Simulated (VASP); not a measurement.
# Si in VASP: further runs

Runs on Si. Level: LDA. Tasks: single point.

All numbers are computed with VASP 6.6.1; they aren't measurements. Logs are shortened: lines on timing, memory, paths and dates and some standing lists are left out, and cuts for length are marked.

## Step 1: The cell of the first run

It takes space group Imma (No. 74, orthorhombic). The conventional cell has a = 4.457 Å, b = 4.690 Å, c = 2.550 Å, α = 90.00°, β = 90.00°, γ = 90.00°. Within 3.1 Å of Si (site symmetry mm2) lie 8 Si at 2.36 to 2.72 Å.

## Step 2: Single point, LDA (equal xx and yy strain of -1 %)

INCAR

```
SYSTEM = Si
  ALGO = Normal
  EDIFF = 1E-7
  ENCUT = 520
  ISIF = 2
  ISMEAR = -1
  LASPH = .TRUE.
  LCHARG = .FALSE.
  LREAL = .FALSE.
  LWAVE = .FALSE.
  NBANDS = 11
  NELM = 100
  PREC = Accurate
  SIGMA = 0.05
```

KPOINTS

```
k-points
0
G
  16 16 16
  0 0 0
```

POSCAR

```
Si
1.0
   -2.2284900000      2.3448150000      1.2750000000
    2.2284900000     -2.3448150000      1.2750000000
    2.2284900000      2.3448150000     -1.2750000000
Si
2
Direct
    0.8070000000      0.5570000000      0.2500000000
    0.1930000000      0.4430000000      0.7500000000
```

Potentials or basis: VASP PAW LDA potentials, release 64 (Si).

On the command line:

```
> cat potpaw_LDA.64/Si/POTCAR > POTCAR
> mpirun -np 1 vasp_std > vasp.out
```

OUTCAR:

```text
SYSTEM = Si
   EDIFF = 1E-7
   ENCUT = 520
   ISIF = 2
   ISMEAR = -1
   LASPH = .TRUE.
   LREAL = .FALSE.
   NELM = 100
   PREC = Accurate

 ion  position               nearest neighbor table
   1  0.807  0.557  0.250-   2 2.36   2 2.36   2 2.44   2 2.44   2 2.72   2 2.72
   2  0.193  0.443  0.750-   1 2.36   1 2.36   1 2.44   1 2.44   1 2.72   1 2.72

  LATTYP: Found a body centered orthorhombic cell.
 ALAT       =     2.5500000000
 B/A-ratio  =     1.7478352941
 C/A-ratio  =     1.8390705882

  Lattice vectors:

 A1 = (   2.2284900000,  -2.3448150000,   1.2750000000)
 A2 = (  -2.2284900000,  -2.3448150000,  -1.2750000000)
 A3 = (   2.2284900000,   2.3448150000,  -1.2750000000)

Analysis of symmetry for initial positions (statically):
=====================================================================
 Subroutine PRICEL returns:
 Original cell was already a primitive cell.

 Routine SETGRP: Setting up the symmetry group for a
 body centered orthorhombic supercell.

 Subroutine GETGRP returns: Found  8 space group operations
 (whereof  4 operations were pure point group operations)
 out of a pool of  8 trial point group operations.

The static configuration has the point symmetry C_2h.
 The point group associated with its full space group is D_2h.

Analysis of symmetry for dynamics (positions and initial velocities):
=====================================================================
 Subroutine PRICEL returns:
 Original cell was already a primitive cell.

 Routine SETGRP: Setting up the symmetry group for a
 body centered orthorhombic supercell.

 Subroutine GETGRP returns: Found  8 space group operations
 (whereof  4 operations were pure point group operations)
 out of a pool of  8 trial point group operations.

The dynamic configuration has the point symmetry C_2h.
 The point group associated with its full space group is D_2h.

 Subroutine INISYM returns: Found  8 space group operations
 (whereof  4 operations are pure point group operations),
 and found     1 'primitive' translations

----------------------------------------------------------------------------------------

                                     Primitive cell

  volume of cell :      26.6495

  direct lattice vectors                    reciprocal lattice vectors
    -2.228490000  2.344815000  1.275000000     0.000000000  0.213236439  0.392156863
     2.228490000 -2.344815000  1.275000000     0.224367172  0.000000000  0.392156863
     2.228490000  2.344815000 -1.275000000     0.224367172  0.213236439  0.000000000

  length of vectors
     3.477060549  3.477060549  3.477060549     0.446381881  0.451804862  0.309532562

  position of ions in fractional coordinates (direct lattice)
     0.807000000  0.557000000  0.250000000
     0.193000000  0.443000000  0.750000000

  ion indices of the primitive-cell ions
   primitive index   ion index
                 1           1
                 2           2

----------------------------------------------------------------------------------------

 KPOINTS: k-points

Automatic generation of k-mesh.
 Grid dimensions read from file:
 generate k-points for:   16   16   16

 Generating k-lattice:

  Cartesian coordinates                     Fractional coordinates (reciprocal lattice)
     0.000000000  0.013327277  0.024509804     0.062500000  0.000000000  0.000000000
     0.014022948  0.000000000  0.024509804    -0.000000000  0.062500000  0.000000000
     0.014022948  0.013327277  0.000000000    -0.000000000  0.000000000  0.062500000

  Length of vectors
     0.027898868  0.028237804  0.019345785

  Shift w.r.t. Gamma in fractional coordinates (k-lattice)
     0.000000000  0.000000000  0.000000000

 Subroutine IBZKPT returns following result:
 ===========================================

 Found    621 irreducible k-points:

 Following reciprocal coordinates:
            Coordinates               Weight
  0.000000  0.000000  0.000000      1.000000
  0.062500  0.000000  0.000000      4.000000
  0.125000  0.000000  0.000000      4.000000
  0.187500  0.000000 -0.000000      4.000000
  0.250000  0.000000  0.000000      4.000000
  0.312500  0.000000  0.000000      4.000000
[... 16 lines left out ...]
 -0.187500  0.062500  0.000000      8.000000
 -0.125000  0.062500  0.000000      8.000000
 [... further k-points ...]
   k-points           NKPTS =    621   k-points in BZ     NKDIM =    621   number of bands    NBANDS=     11
   number of dos      NEDOS =    301   number of ions     NIONS =      2
   total plane-waves  NPLWV =  21952
   dimension x,y,z NGX =    28 NGY =   28 NGZ =   28
   dimension x,y,z NGXF=    56 NGYF=   56 NGZF=   56
   ions per type =               2
   NGX,Y,Z   is equivalent  to a cutoff of  13.39, 13.39, 13.39 a.u.
   NGXF,Y,Z  is equivalent  to a cutoff of  26.77, 26.77, 26.77 a.u.
 SYSTEM =  Si
   PREC   = accura    normal or accurate (medium, high low for compatibility)
   ISTART =      0    job   : 0-new  1-cont  2-samecut
   ICHARG =      2    charge: 1-file 2-atom 10-const
   ISPIN  =      1    spin polarized calculation?
   LNONCOLLINEAR =      F non collinear calculations
   LSORBIT =      F    spin-orbit coupling
   LASPH  =      T    aspherical Exc in radial PAW
   ENCUT  =  520.0 eV  38.22 Ry    6.18 a.u.   6.47  6.47  6.47*2*pi/ulx,y,z
   NELM   =    100;   NELMIN=  2; NELMDL= -5     # of ELM steps
   EDIFF  = 0.1E-06   stopping-criterion for ELM
   LREAL  =      F    real-space projection
   EDIFFG = 0.1E-05   stopping-criterion for IOM
   NSW    =      0    number of steps for IOM
   IBRION =     -1    ionic relax: 0-MD 1-quasi-New 2-CG
   NFREE  =      0    steps in history (QN), initial steepest desc. (CG)
   ISIF   =      2    stress and relaxation
   ISYM   =      2    0-nonsym 1-usesym 2-fastsym
   POTIM  = 0.5000    time-step for ionic-motion
   TEBEG  =    0.0;   TEEND  =   0.0 temperature during run
   PSTRESS=    0.0 pullay stress
   NELECT =       8.0000    total number of electrons
   NUPDOWN=      -1.0000    fix difference up-down
   EMIN   =  10.00;   EMAX   =-10.00  energy-range for DOS
   EFERMI =   0.00;   METHOD = LEGACY
   ISMEAR =    -1;   SIGMA  =   0.05  broadening in eV -4-tet -1-fermi 0-gaus
   EFERMI_NEDOS =   21; number of points for ismear=-14 and -15
   IALGO  =     38    algorithm
   IMIX   =      4    mixing-type and parameters
     AMIX     =   0.40;   BMIX     =  1.00
     AMIX_MAG =   1.60;   BMIX_MAG =  1.00
  volume/ion in A,a.u.               =      13.32        89.92
  Fermi-wavevector in a.u.,A,eV,Ry     =   1.096163  2.071447 16.348388  1.201573
  Thomas-Fermi vector in A             =   2.232500
   LORBIT       =      0    0 simple, 1 ext, 2 COOP (PROOUT), +10 PAW based schemes
   GGA     = CA    functional components
   LHFCALC =     F    Hartree Fock is set to
   AEXX    =    0.0000 exact exchange contribution
   IVDW    =     0    specifies the selected vdW correction
   LEPSILON=     F    determine dielectric tensor
   LRPA    =     F    only Hartree local field effects (RPA)
 non-spin polarized calculation
  energy-cutoff  :      520.00
  volume of cell :       26.65
 maximum number of plane-waves:       739
 NGX is ok and might be reduce to    28
   NGX = 13   NGY = 13   NGZ = 13

 number of electron       8.0000000 magnetization

 Free energy of the ion-electron system (eV)
  ---------------------------------------------------
  ext. energy  EPLUGINS =         0.00000000
  ---------------------------------------------------
  free energy    TOTEN  =       -11.37348017 eV

  energy without entropy =      -11.36744115  energy(sigma->0) =      -11.37046066

 E-fermi :  10.9357     XC(G=0): -11.5358

 val. band max:       10.9349689231   @ k =  -0.1250  -0.1875   0.0625
 cond. band min:      10.9362996291   @ k =   0.1875  -0.4375   0.0625
 fundamental gap:      0.0013307060
 Fermi energy:        10.9357352853

 k-point     1 :       0.0000    0.0000    0.0000
  band No.  band energies     occupation
      1      -3.9999      2.00000
      2       8.0197      2.00000
      3       8.4928      2.00000
      4       9.4790      2.00000
      5      12.0189      0.00000
      6      18.7690      0.00000
      7      20.3062      0.00000
      8      20.8710      0.00000
      9      21.5538      0.00000
     10      21.6708      0.00000
     11      23.1102      0.00000

 k-point     2 :       0.0625    0.0000    0.0000
  band No.  band energies     occupation
      1      -3.8877      2.00000
      2       7.9706      2.00000
      3       8.1885      2.00000
      4       9.9575      2.00000
      5      12.2808      0.00000
      6      17.9841      0.00000
      7      19.3704      0.00000
      8      20.4907      0.00000
      9      20.9796      0.00000
     10      21.5703      0.00000
     11      23.0251      0.00000

 k-point     3 :       0.1250    0.0000    0.0000
  band No.  band energies     occupation
      1      -3.5515      2.00000
      2       7.8021      2.00000
      3       7.8796      2.00000
      4      10.8277      1.79328
      5      13.0082      0.00000
      6      16.6676      0.00000
      7      17.1413      0.00000
      8      19.3567      0.00000
      9      19.5391      0.00000
     10      20.7911      0.00000
     11      23.0454      0.00000

 k-point     4 :       0.1875    0.0000   -0.0000
  band No.  band energies     occupation
      1      -2.9927      2.00000
      2       7.5713      2.00000
      3       7.8450      2.00000
      4      11.5794      0.00001
      5      14.0886      0.00000
      6      15.0469      0.00000
      7      15.3231      0.00000
      8      17.5369      0.00000
      9      18.4054      0.00000
     10      19.5718      0.00000
     11      24.0422      0.00000

 k-point     5 :       0.2500    0.0000    0.0000
  band No.  band energies     occupation
      1      -2.2134      2.00000
      2       7.5250      2.00000
      3       7.9348      2.00000
      4      10.9248      1.10871
      5      13.8864      0.00000
      6      14.6855      0.00000
      7      15.1872      0.00000
      8      16.0677      0.00000
      9      17.4577      0.00000
     10      18.5516      0.00000
     11      24.8023      0.00000
[... 211 lines left out ...]
 k-point    21 :      -0.3125    0.0625    0.0000
  band No.  band energies     occupation
      1      -1.9588      2.00000
      2       6.4186      2.00000
      3       8.0858      2.00000
      4      10.6383      1.99480
      5      13.4504      0.00000
      6      14.9607      0.00000
      7      15.6727      0.00000
      8      16.9799      0.00000
      9      17.1710      0.00000
     10      19.4364      0.00000
     11      23.8964      0.00000

 k-point    22 :      -0.2500    0.0625   -0.0000
  band No.  band energies     occupation
      1      -2.7874      2.00000
      2       6.3908      2.00000
      3       8.0106      2.00000
      4      11.8924      0.00000
      5      14.4843      0.00000
      6      14.6894      0.00000
      7      15.5093      0.00000
      8      17.3764      0.00000
      9      18.4303      0.00000
     10      20.3547      0.00000
     11      23.2619      0.00000

 k-point    23 :      -0.1875    0.0625    0.0000
  band No.  band energies     occupation
      1      -3.3963      2.00000
      2       6.5542      2.00000
      3       8.0811      2.00000
      4      11.3942      0.00021
      5      13.9223      0.00000
      6      15.8022      0.00000
      7      16.7818      0.00000
      8      18.8940      0.00000
      9      19.8717      0.00000
     10      21.3842      0.00000
     11      22.9373      0.00000

 k-point    24 :      -0.1250    0.0625    0.0000
  band No.  band energies     occupation
      1      -3.7830      2.00000
      2       6.8937      2.00000
      3       8.2413      2.00000
      4      10.5810      1.99834
      5      13.0224      0.00000
      6      16.9911      0.00000
      7      19.0524      0.00000
      8      20.3640      0.00000
      9      21.0009      0.00000
     10      21.9976      0.00000
     11      23.3735      0.00000

 [... further k-points ...]
[... 5 lines left out ...]
  --------------------------------------------------------------------------------------
  -------------------------------------------------------------------------------------
  Total        2.2414043      2.9018657      2.0931145      0.0000000     -0.0000000      0.0000000
  in kB      134.7538967    174.4610332    125.8386708      0.0000000     -0.0000000      0.0000000
  external PRESSURE =     145.0178669 kB  Pullay stress =       0.0000000 kB

 VOLUME and BASIS-vectors are now :
 -----------------------------------------------------------------------------
  energy-cutoff  :      520.00
  volume of cell :       26.65
      direct lattice vectors                 reciprocal lattice vectors
    -2.228490000  2.344815000  1.275000000     0.000000000  0.213236439  0.392156863
     2.228490000 -2.344815000  1.275000000     0.224367172  0.000000000  0.392156863
     2.228490000  2.344815000 -1.275000000     0.224367172  0.213236439  0.000000000

 POSITION                                       TOTAL-FORCE (eV/Angst)
 -----------------------------------------------------------------------------------
      0.00000      1.17241      1.42035         0.000000     -0.000000     -0.000443
      2.22849      1.17241     -0.14535        -0.000000      0.000000      0.000443
 -----------------------------------------------------------------------------------
    total drift:                                0.000000     -0.000000     -0.000000

  FREE ENERGIE OF THE ION-ELECTRON SYSTEM (eV)
  ---------------------------------------------------
  free  energy   TOTEN  =       -11.3734801722 eV

  energy  without entropy=      -11.3674411500  energy(sigma->0) =      -11.37046066
```

It took 66 s on 1 thread of Intel Xeon 6975P-C (Granite Rapids), shared host; peak memory 0.24 GiB.

Results:

- Free energy: -11.3735 eV
- Pressure: 14.5 GPa
- Band gap on the k mesh: zero (bands 4 and 5 overlap by 7.66 eV)

Caveat: the cell differs from its parent crystal (equal xx and yy strain of -1 %); the cell stands under pressure.

(Part 1 of 2 ends here.)
